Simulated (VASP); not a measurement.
Set up this calculation in VASP 6.6.1, as the native input.

```
Task                   : single point
Functional             : r2SCAN
Potentials or basis    : VASP PAW PBE potentials, release 64 (W_sv, Se)
Cutoff                 : 520 eV
k mesh                 : 12 × 12 × 4
Occupations            : gaussian, width 0.01 eV
Spin                   : no spin polarisation
Dipole correction      : no
Further INCAR settings : ALGO = Normal; EDIFF = 1e-06; NBANDS = 20
```

WSe2:

```
W Se
1.0
     3.27776    0.00000    0.00000
    -1.63888    2.83862    0.00000
     0.00000    0.00000    7.18427
W Se
1 2
Direct
  0.00000 0.00000 0.00000
  0.33333 0.66667 0.23288
  0.33333 0.66667 0.76712
```

This cell differs from its parent crystal: biaxial xy strain -0.6%.

The input as run:

POSCAR

```
WSe2
1.0
    3.2777598166      0.0000000000      0.0000000000
   -1.6388799083      2.8386232687      0.0000000000
    0.0000000000      0.0000000000      7.1842727630
W Se
1 2
Direct
    0.0000000000      0.0000000000      0.0000000000
    0.3333333333      0.6666666667      0.2328753869
    0.3333333333      0.6666666667      0.7671246131
```

INCAR.step1

```
SYSTEM = WSe2
ALGO     = Normal         ! electronic algorithm
EDIFF    = 1E-4           ! SCF threshold, eV
ENCUT    = 520            ! plane-wave cutoff, eV
GGA      = PE             ! functional
ISMEAR   = 0              ! smearing method
LASPH    = .True.         ! aspherical terms in the spheres
LCHARG   = .False.        ! write CHGCAR
LREAL    = .False.        ! projectors in reciprocal space
LWAVE    = .True.         ! write WAVECAR
NBANDS   = 20             ! bands
NELM     = 60             ! most SCF steps
PREC     = Accurate       ! precision mode
SIGMA    = 0.01           ! smearing width, eV
```

INCAR.step2

```
SYSTEM = WSe2
ALGO     = Normal         ! electronic algorithm
EDIFF    = 1E-6           ! SCF threshold, eV
ENCUT    = 520            ! plane-wave cutoff, eV
ISIF     = 2              ! what is computed and relaxed
ISMEAR   = 0              ! smearing method
ISTART   = 1            
LASPH    = .True.         ! aspherical terms in the spheres
LCHARG   = .False.        ! write CHGCAR
LMIXTAU  = .True.       
LREAL    = .False.        ! projectors in reciprocal space
LWAVE    = .False.        ! write WAVECAR
METAGGA  = R2SCAN         ! meta-GGA
NBANDS   = 20             ! bands
NELM     = 60             ! most SCF steps
PREC     = Accurate       ! precision mode
SIGMA    = 0.01           ! smearing width, eV
```

KPOINTS

```
k-points
0
Gamma
  12 12 4
  0 0 0
```

Potentials or basis: VASP PAW PBE potentials, release 64 (W_sv, Se).

Run with:

```console
$ cat potpaw_PBE.64/W_sv/POTCAR potpaw_PBE.64/Se/POTCAR > POTCAR
$ cp INCAR.step1 INCAR
$ mpirun -np 1 vasp_std > vasp.out
$ cp INCAR.step2 INCAR
$ mpirun -np 1 vasp_std > vasp.out
```

It gave:

```json
{"Pressure": "2.4 GPa", "Largest force": "0.023 eV/Å", "Band gap on the k mesh": "1.50 eV (least direct gap 1.75 eV)"}
```

Caveat: the cell differs from its parent crystal (biaxial xy strain -0.6%); the PAW data sets were made with another functional, which shifts forces and pressure a little; spin-orbit coupling is left out, which moves the levels of the heavy elements.

It took 92 s on 1 thread of Intel(R) Xeon(R) 6975P-C (Granite Rapids), on a shared host, peak memory 0.22 GiB.
